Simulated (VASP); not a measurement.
Wanted: the native input for a VASP 6.6.1 run.

| Quantity | Value |
| --- | --- |
| Task | relaxation of cell and atoms |
| Functional | PBE |
| Dispersion | D3(BJ) |
| Potentials or basis | VASP PAW PBE potentials, release 64 (Ce, O) |
| Cutoff | 600 eV |
| k mesh | 10 × 10 × 10 |
| Occupations | gaussian, width 0.02 eV |
| Spin | no spin polarisation |
| Dipole correction | no |
| Further INCAR settings | ALGO = Normal; EDIFF = 1e-07; IBRION = 2; EDIFFG = -0.002; NSW = 100; ISIF = 3 |

The structure of CeO2 lies in POSCAR:

```
CeO2
1.0
    0.0000000000      2.7036500000      2.7036500000
    2.7036500000      0.0000000000      2.7036500000
    2.7036500000      2.7036500000      0.0000000000
Ce O
1 2
Direct
    0.0000000000      0.0000000000      0.0000000000
    0.2500000000      0.2500000000      0.2500000000
    0.7500000000      0.7500000000      0.7500000000
```

These files were run (other wordings do the same):

INCAR

```
SYSTEM = CeO2
PREC = Accurate
ENCUT = 600
EDIFF = 1E-7
ISMEAR = 0
SIGMA = 0.02
LREAL = .False.
LASPH = .True.
NELM = 60
ALGO = Normal
ISIF = 3
LWAVE = .False.
LCHARG = .False.
GGA = PE
IVDW = 12
IBRION = 2
NSW = 100
EDIFFG = -0.002
```

KPOINTS

```
regular mesh
0
Gamma
  10 10 10
  0 0 0
```

Potentials or basis: VASP PAW PBE potentials, release 64 (Ce, O).

Launch:

```sh
$ cat potpaw_PBE.64/Ce/POTCAR potpaw_PBE.64/O/POTCAR > POTCAR
$ mpirun -np 1 vasp_std > vasp.out
```

Results of the run:

* Relaxed volume: 13.36 Å³/atom
* Relaxed cell: a = 3.841 Å, b = 3.841 Å, c = 3.841 Å, α = 60.00°, β = 60.00°, γ = 60.00°
* Space group after relaxing (to 0.1 Å): Fm-3m (No. 225)
* Energy gained by relaxing: 1.4 meV/atom
* Ionic steps: 3
* Pressure after relaxing: 0.0 GPa
* Band gap on the k mesh: 1.94 eV (least direct gap 2.01 eV)
* Dispersion energy per atom: -0.247 eV

Caveat: spin-orbit coupling is left out, which moves the levels of the heavy elements; semilocal functionals describe open f shells poorly, which spoils levels, moments and volumes.

Run time: 3.2 min on 1 thread of Intel Xeon 8259CL (shared host), peak memory 0.23 GiB.
